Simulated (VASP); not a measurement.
Write the native input for VASP 6.6.1 that does the following.

```yaml
Task: single point
Functional: PBEsol
Potentials_or_basis: VASP PAW PBE potentials, release 64 (Al, Cu)
Cutoff: 520 eV
k_mesh: 14 × 14 × 14
Occupations: gaussian, width 0.1 eV
Spin: no spin polarisation
Dipole_correction: no
Further_INCAR_settings: ALGO = Normal; EDIFF = 1e-06; NBANDS = 14
```

The structure of AlCu lies in POSCAR:

```
AlCu
1.0
    2.9560037103      0.0000000000      0.0000000000
    0.0000000000      2.9560037103      0.0000000000
    0.0000000000      0.0000000000      2.9560037103
Al Cu
1 1
Direct
    0.0000000000      0.0000000000      0.0000000000
    0.5000000000      0.5000000000      0.5000000000
```

These files were run (other wordings do the same):

INCAR

```
  PREC = Accurate
  ENCUT = 520
  EDIFF = 1E-6
  ISMEAR = 0
  SIGMA = 0.1
  LREAL = False
  LASPH = True
  NELM = 80
  ALGO = Normal
  ISIF = 2
  LWAVE = False
  LCHARG = False
  GGA = PS
  NBANDS = 14
```

KPOINTS

```
regular mesh
0
Gamma
  14 14 14
```

Potentials or basis: VASP PAW PBE potentials, release 64 (Al, Cu).

Launch:

```console
$ cat potpaw_PBE.64/Al/POTCAR potpaw_PBE.64/Cu/POTCAR > POTCAR
$ mpirun -np 1 vasp_std > vasp.out
```

It gave:

* Pressure: 0.8 GPa
* Band gap on the k mesh: zero (bands 7 and 8 overlap by 4.79 eV)

Caveat: the PAW data sets were made with another functional, which shifts forces and pressure a little.

It took 18 s on 1 thread of Intel(R) Xeon(R) Platinum 8488C (Sapphire Rapids), with other jobs on the host, peak memory 0.17 GiB.
